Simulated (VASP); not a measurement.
## H3C5: single point with PBE

H3C5, a slab with vacuum:

```
CELL_PARAMETERS angstrom
5.04874 0.00000 0.00000
0.00000 5.04874 0.00000
0.00000 0.00000 17.13556
ATOMIC_POSITIONS crystal
H 0.42779 0.00000 0.05836
H 0.07221 0.00000 0.05836
H 0.92779 0.00000 0.05836
H 0.57221 0.00000 0.05836
H 0.42779 0.50000 0.05836
H 0.07221 0.50000 0.05836
H 0.92779 0.50000 0.05836
H 0.57221 0.50000 0.05836
H 0.78198 0.95031 0.43470
H 0.25007 0.49556 0.35932
H 0.75009 0.48042 0.36005
H 0.76830 0.97734 0.39061
C 0.25000 0.00000 0.09540
C 0.75000 0.00000 0.09540
C 0.25000 0.50000 0.09540
C 0.75000 0.50000 0.09540
C 0.25000 0.25000 0.14748
C 0.75000 0.25000 0.14748
C 0.25000 0.75000 0.14748
C 0.75000 0.75000 0.14748
C 0.00037 0.25360 0.19565
C 0.49980 0.25383 0.19556
C 0.00032 0.74884 0.20376
C 0.49983 0.74897 0.20373
C 0.00187 0.00930 0.25399
C 0.49867 0.00944 0.25382
C 0.00090 0.48431 0.25286
C 0.49929 0.48444 0.25285
C 0.25046 0.09003 0.29703
C 0.75015 0.09502 0.29171
C 0.25016 0.41093 0.30048
C 0.75009 0.40932 0.29970
```

* Program: VASP 6.6.1
* Task: single point
* Functional: PBE
* Potentials or basis: VASP PAW PBE potentials, release 64 (H, C)
* Cutoff: 520 eV
* k mesh: 3 × 3 × 1
* Occupations: gaussian, width 0.02 eV
* Spin: no spin polarisation

| Property | Result |
| --- | --- |
| Largest force | 8.860 eV/Å |
| Band gap on the k mesh | 0.72 eV (least direct gap 0.81 eV) |

Forces on the atoms (eV/Å):
```
H   -8.857 -0.033  0.058
H    8.859 -0.032  0.058
H   -8.859 -0.030  0.058
H    8.858 -0.030  0.058
H   -8.794  0.025  0.026
H    8.798  0.029  0.024
H   -8.807  0.037  0.018
H    8.804  0.034  0.021
H    0.086 -0.115  0.489
H    0.004  0.021  0.071
H    0.000  0.105  0.086
H   -0.065  0.143 -0.515
C   -0.001 -0.158  0.960
C    0.002 -0.153  0.967
C   -0.015  0.149  1.078
C    0.017  0.141  1.051
C    0.014 -0.119 -2.841
C    0.015 -0.002 -2.859
C    0.006 -0.007  0.592
C    0.007  0.022  0.636
C    0.028  0.089 -0.042
C   -0.055  0.052 -0.058
C    0.036 -0.027 -0.007
C   -0.034 -0.036 -0.014
C   -0.027 -0.097  0.296
C    0.024 -0.022  0.235
C   -0.034  0.070  0.007
C    0.042  0.054 -0.011
C   -0.064  0.136 -0.501
C    0.013 -0.098  0.169
C    0.004 -0.073 -0.014
C   -0.003 -0.073 -0.097
```

Levels at points of the mesh, in eV from the valence-band top:
```tsv
k point	band 43	band 44	band 45	band 46	band 47	band 48	band 49	band 50
(0.00, 0.00, 0.00)	-2.60	-0.67	-0.46	-0.15	0.72	2.06	3.38	3.85
```

It took 7.7 min on 1 thread of AMD EPYC 7R13, with other jobs on the host, peak memory 0.47 GiB.
